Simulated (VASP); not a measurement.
A run of VASP 6.6.1:

POSCAR

```
NaH
1.0
    0.0000000000      2.4878552867      2.4878552867
    2.4878552867      0.0000000000      2.4878552867
    2.4878552867      2.4878552867      0.0000000000
Na H
1 1
Direct
    0.0000000000      0.0000000000      0.0000000000
    0.5000000000      0.5000000000      0.5000000000
```

File INCAR.step1:

```
PREC = Accurate
ENCUT = 520
ISMEAR = -1
SIGMA = 0.05
LREAL = False
LASPH = True
NELM = 80
NBANDS = 11
GGA = PE
ALGO = Normal
EDIFF = 1E-4
LWAVE = True
LCHARG = False
```

File INCAR.step2:

```
PREC = Accurate
ENCUT = 520
EDIFF = 1E-7
ISMEAR = -1
SIGMA = 0.05
LREAL = False
LASPH = True
NELM = 80
ALGO = Normal
ISIF = 2
LWAVE = False
LCHARG = False
METAGGA = R2SCAN
LMIXTAU = True
NBANDS = 11
ISTART = 1
```

The input KPOINTS:

```
regular mesh
0
Gamma
  9 9 9
```

Potentials or basis: VASP PAW PBE potentials, release 64 (Na_pv, H).

Command:

```console
$ cat potpaw_PBE.64/Na_pv/POTCAR potpaw_PBE.64/H/POTCAR > POTCAR
$ cp INCAR.step1 INCAR
$ mpirun -np 1 vasp_std > vasp.out
$ cp INCAR.step2 INCAR
$ mpirun -np 1 vasp_std > vasp.out
```

Hardware: 1 thread of AMD EPYC 7R43 64-Core Processor (Zen 3) (shared host).

**Question.** Estimate the wall time of this run.

**Answer.** Run time: 74 s on 1 thread of AMD EPYC 7R43 64-Core Processor (Zen 3) (shared host), peak memory 0.12 GiB. Counts: k points 35.
